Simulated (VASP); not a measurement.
# Y (Fm-3m) in VASP: settings compared, part 2 of 2

VASP 6.6.1. Earlier steps stand in the parts before.

### 3 Single point, revPBE+D3(BJ), collinear spin

This run uses another cell than the first one, of 32.36 Å³/atom.

INCAR reads:

```
SYSTEM = Y
  PREC = Accurate
  ENCUT = 520
  EDIFF = 1E-7
  ISMEAR = 0
  SIGMA = 0.15
  LREAL = .FALSE.
  LASPH = .TRUE.
  NELM = 150
  ALGO = Normal
  ISIF = 2
  LWAVE = .FALSE.
  LCHARG = .FALSE.
  ISPIN = 2
  MAGMOM = 1
  LORBIT = 11
  NUPDOWN = 1.0
  LMAXMIX = 4
  GGA = RE
  IVDW = 12
  NBANDS = 16
```

KPOINTS reads:

```
regular mesh
0
G
  9 9 9
  0 0 0
```

POSCAR reads:

```
Y
1.0
    0.0000000000      2.5291430957      2.5291430957
    2.5291430957      0.0000000000      2.5291430957
    2.5291430957      2.5291430957      0.0000000000
Y
1
Direct
    0.0000000000      0.0000000000      0.0000000000
```

Potentials or basis: VASP PAW PBE potentials, release 64 (Y_sv).

Command:

```sh
> cat potpaw_PBE.64/Y_sv/POTCAR > POTCAR
> mpirun -np 1 vasp_std > vasp.out
```

Wall time 32 s (1 thread of Intel Xeon Platinum 8488C (Sapphire Rapids), shared host); peak memory 0.21 GiB.

It converged, with:

```yaml
Free_energy: -6.6443 eV
Pressure: -0.1 GPa
Net_moment: 1.00 μB per cell
Site_moments: Y +0.61 μB
Valence_electrons_inside_the_program's_atomic_spheres: Y 9.45
Dispersion_energy_per_atom: -0.597 eV
```

Caveat: the PAW data sets were made with another functional, which shifts forces and pressure a little; the total moment is fixed, so each spin has its own Fermi level and the state may be an excited one.

### 4 Relaxation of cell and atoms, revPBE+D3(BJ), collinear spin

This run uses another cell than the first one, of 33.24 Å³/atom.

INCAR reads:

```
SYSTEM = Y
ALGO = Normal
EDIFF = 1E-7
EDIFFG = -0.005
ENCUT = 600
GGA = RE
IBRION = 2
ISIF = 3
ISMEAR = 0
ISPIN = 2
IVDW = 12
LASPH = .True.
LCHARG = .False.
LMAXMIX = 4
LORBIT = 11
LREAL = .False.
LWAVE = .False.
MAGMOM = 1
NELM = 150
NSW = 80
NUPDOWN = 1.0
PREC = Accurate
SIGMA = 0.15
```

KPOINTS reads:

```
k-points
0
Gamma
  9 9 9
  0 0 0
```

POSCAR reads:

```
Y
1.0
    0.0000000000      2.5519910612      2.5519910612
    2.5519910612      0.0000000000      2.5519910612
    2.5519910612      2.5519910612      0.0000000000
Y
1
Direct
    0.0000000000      0.0000000000      0.0000000000
```

Potentials or basis: VASP PAW PBE potentials, release 64 (Y_sv).

Command:

```sh
> cat potpaw_PBE.64/Y_sv/POTCAR > POTCAR
> mpirun -np 1 vasp_std > vasp.out
```

OUTCAR:

```text
SYSTEM = Y
   EDIFF = 1E-7
   EDIFFG = -0.005
   ENCUT = 600
   GGA = RE
   IBRION = 2
   ISIF = 3
   ISMEAR = 0
   ISPIN = 2
   IVDW = 12
   LASPH = .True.
   LORBIT = 11
   LREAL = .False.
   NELM = 150
   NSW = 80
   NUPDOWN = 1.0
   PREC = Accurate
 IVDW          = 12

 ion  position               nearest neighbor table
   1  0.000  0.000  0.000-

  LATTYP: Found a face centered cubic cell.
 ALAT       =     5.1039821224

  Lattice vectors:

 A1 = (   0.0000000000,   2.5519910612,   2.5519910612)
 A2 = (   2.5519910612,   0.0000000000,   2.5519910612)
 A3 = (   2.5519910612,   2.5519910612,   0.0000000000)

Analysis of symmetry for initial positions (statically):
=====================================================================
 Subroutine PRICEL returns:
 Original cell was already a primitive cell.

 Routine SETGRP: Setting up the symmetry group for a
 face centered cubic supercell.

 Subroutine GETGRP returns: Found 48 space group operations
 (whereof 48 operations were pure point group operations)
 out of a pool of 48 trial point group operations.

The static configuration has the point symmetry O_h .

Analysis of symmetry for dynamics (positions and initial velocities):
=====================================================================
 Subroutine PRICEL returns:
 Original cell was already a primitive cell.

 Routine SETGRP: Setting up the symmetry group for a
 face centered cubic supercell.

 Subroutine GETGRP returns: Found 48 space group operations
 (whereof 48 operations were pure point group operations)
 out of a pool of 48 trial point group operations.

The dynamic configuration has the point symmetry O_h .
[... 243 lines left out ...]
  ext. energy  EPLUGINS =         0.00000000
  ---------------------------------------------------
  free energy    TOTEN  =        -6.04571625 eV

  energy without entropy =       -6.02969043  energy(sigma->0) =       -6.03770334

 E-fermi :   3.0274     XC(G=0):  -9.3885

 val. band max:        3.3777583647   @ k =  -0.3333   0.3333   0.1111
 cond. band min:       3.1372320500   @ k =  -0.4444   0.4444   0.1111
 fundamental gap:     -0.2405263147
 Fermi energy:         3.3856485334

 spin component 1

 k-point     1 :       0.0000    0.0000    0.0000
  band No.  band energies     occupation
      1     -39.6087      1.00000
      2     -19.3204      1.00000
      3     -19.3204      1.00000
      4     -19.3204      1.00000
      5      -1.9543      1.00000
      6       4.6855      0.00000
      7       4.6855      0.00000
      8       4.6855      0.00000
      9       6.8807      0.00000
     10       6.8807      0.00000
[... 287 lines left out ...]
 k-point    24 :       0.4444    0.4444    0.0000
  band No.  band energies     occupation
      1     -39.5201      1.00000
      2     -19.8622      1.00000
      3     -19.5251      1.00000
      4     -19.5251      1.00000
      5       1.1898      1.00000
      6       1.9665      1.00000
      7       4.6710      0.00000
      8       8.2474      0.00000
      9       8.2474      0.00000
     10       8.3400      0.00000

 [... further k-points ...]

 spin component 2

 k-point     1 :       0.0000    0.0000    0.0000
  band No.  band energies     occupation
      1     -39.3708      1.00000
      2     -19.0456      1.00000
      3     -19.0456      1.00000
      4     -19.0456      1.00000
      5      -1.0451      1.00000
      6       5.3895      0.00000
      7       5.3895      0.00000
      8       5.3895      0.00000
      9       7.2094      0.00000
     10       7.2094      0.00000
[... 331 lines left out ...]
  FREE ENERGIE OF THE ION-ELECTRON SYSTEM (eV)
  ---------------------------------------------------
  free  energy   TOTEN  =        -6.6445089739 eV

  energy  without entropy=       -6.6284831539  energy(sigma->0) =       -6.63649606

 reached required accuracy - stopping structural energy minimisation

 total charge

# of ion       s       p       d       f       tot
--------------------------------------------------
    1        2.274   6.253   0.921   0.009   9.457

 magnetization (x)

# of ion       s       p       d       f       tot
--------------------------------------------------
    1        0.008   0.174   0.427   0.005   0.614
```

It took 69 s on 1 thread of Intel Xeon Platinum 8488C (Sapphire Rapids), shared host; peak memory 0.23 GiB.

Results:

- Free energy: -6.6445 eV
- Relaxed volume: 32.27 Å³/atom
- Relaxed cell: a = 3.573 Å, b = 3.573 Å, c = 3.573 Å, α = 60.00°, β = 60.00°, γ = 60.00°
- Space group after relaxing (to 0.1 Å): Fm-3m (No. 225)
- Energy gained by relaxing: 3.5 meV/atom
- Ionic steps: 3
- Pressure after relaxing: 0.0 GPa
- Net moment: 1.00 μB per cell
- Site moments: Y +0.61 μB
- Valence electrons inside the program's atomic spheres: Y 9.46
- Dispersion energy per atom: -0.599 eV

Step by step:
| step | energy change (eV) | largest force (eV/Å) | pressure (GPa) | volume (Å³) |
| --- | --- | --- | --- | --- |
| 1 | 0.0000 | 0.0000 | -1.14 | 33.24 |
| 2 | -0.0034 | 0.0000 | 0.19 | 32.12 |
| 3 | -0.0035 | 0.0000 | 0.00 | 32.27 |

Final structure:
```
Y
1.0
     0.00000    2.52683    2.52683
     2.52683    0.00000    2.52683
     2.52683    2.52683    0.00000
Y
1
Direct
  0.00000 0.00000 0.00000
```

Caveat: the PAW data sets were made with another functional, which shifts forces and pressure a little; the total moment is fixed, so each spin has its own Fermi level and the state may be an excited one.

### 5 Overview

```tsv
task	level	spin	U	fixed moment (μB)	cell	cutoff (eV)	smearing	pressure (GPa)	moment (μB)
single point	PBEsol+U	off	Y d U = 1.0 eV	-	a = 3.459 Å, angles 60.0°, 1 atom	520	fermi-dirac 0.05 eV	4.8	-
single point	revPBE+D3(BJ)	collinear	-	1.0	a = 3.577 Å, angles 60.0°, 1 atom	520	gaussian 0.15 eV	-0.1	1.00
relaxation of cell and atoms	revPBE+D3(BJ)	collinear	-	1.0	relaxed from a = 3.609 Å, angles 60.0°, 1 atom	600	gaussian 0.15 eV	0.0	1.00
```

Alike in all rows: potentials or basis VASP PAW PBE potentials, release 64 (Y_sv); k mesh 9 × 9 × 9.

Caveats: the PAW data sets were made with another functional, which shifts forces and pressure a little; the total moment is fixed, so each spin has its own Fermi level and the state may be an excited one (at least some runs); the cell stands under pressure (at least some runs); U without spin polarisation on a metal has little footing (at least some runs); the U is typed as a test and isn't derived for this compound (at least some runs).

Absolute energies hang on the potentials; compare differences alone.
